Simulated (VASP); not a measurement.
Crystal: Cu.

```xyz
4
Lattice="2.5562 0.0000 0.0000 -1.2781 2.2137 0.0000 0.0000 0.0000 8.3484" Properties=species:S:1:pos:R:3 pbc="T T T"
Cu    0.0000    0.0000    0.0000
Cu    0.0000    0.0000    4.1742
Cu    0.0000    1.4758    2.0871
Cu    1.2781    0.7379    6.2613
```

This isn't the form of Cu at room conditions, which is fcc.

```yaml
Program: VASP 6.6.1
Task: relaxation of cell and atoms
Functional: revPBE
Potentials_or_basis: VASP PAW PBE potentials, release 64 (Cu)
Cutoff: 600 eV
k_mesh: 14 × 14 × 4
Occupations: fermi-dirac, width 0.1 eV
Spin: no spin polarisation
```

At the start: pressure 6.2 GPa; volume 11.81 Å³/atom.

Problem. How do energy, volume and symmetry change on relaxing?

Solution. Over 3 steps the energy falls by 9.7 meV/atom and the volume is 12.34 Å³/atom (+4.5 %); space group P6_3/mmc (No. 194, to 0.1 Å) before and after.

The path:
| step | energy change (eV) | largest force (eV/Å) | pressure (GPa) | volume (Å³) |
| --- | --- | --- | --- | --- |
| 1 | 0.0000 | 0.0000 | 6.16 | 47.24 |
| 2 | -0.0306 | 0.0000 | -2.58 | 50.41 |
| 3 | -0.0389 | 0.0000 | 0.09 | 49.36 |

Final structure:
```
Cu
1.0
     2.59395    0.00000    0.00000
    -1.29697    2.24642    0.00000
     0.00000    0.00000    8.47080
Cu
4
Cartesian
  0.0000 0.0000 0.0000
  0.0000 0.0000 4.2354
  0.0000 1.4976 2.1177
  1.2970 0.7488 6.3531
```

Caveat: the PAW data sets were made with another functional, which shifts forces and pressure a little.
